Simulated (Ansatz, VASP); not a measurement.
**BN: VASP beside Ansatz**

```
CELL_PARAMETERS angstrom
4.12211 0.00000 0.00000
0.00000 4.12211 0.00000
0.00000 0.00000 3.31776
ATOMIC_POSITIONS crystal
B 0.24225 0.00000 0.50000
B 0.75775 0.00000 0.50000
B 0.00000 0.24225 0.50000
B 0.00000 0.75775 0.50000
N 0.50000 0.00000 0.78742
N 0.00000 0.50000 0.78742
N 0.50000 0.00000 0.21258
N 0.00000 0.50000 0.21258
```

Alike in both runs: task single point; functional PBE; k mesh 4 × 4 × 6; occupations gaussian, width 0.1 eV; collinear spin.

|  | VASP | Ansatz |
| --- | --- | --- |
| version | VASP 6.6.1 | Ansatz 0.2.0 |
| potentials or method | VASP PAW PBE potentials, release 64 (B, N), cutoff 520 eV | scalar-relativistic, plane waves, PAW |
| valence electrons in the cell | 32 | 32 |

VASP gave:

- gap on the k mesh at the Fermi level (eV): none
- rms of the force components (eV/Å): 6.070
- net moment per atom (μB): 0.00

Task: Which values does Ansatz return?

Result: gap on the k mesh at the Fermi level (eV): none; rms of the force components (eV/Å): 6.059; net moment per atom (μB): 0.00.

Atom by atom the forces differ by 0.012 eV/Å (rms over components). A gap of «none» marks a metal or a gap that the smearing closes. Ansatz's warnings: seeded moment not kept.

The k mesh is coarse, so the values compare programs but aren't converged.
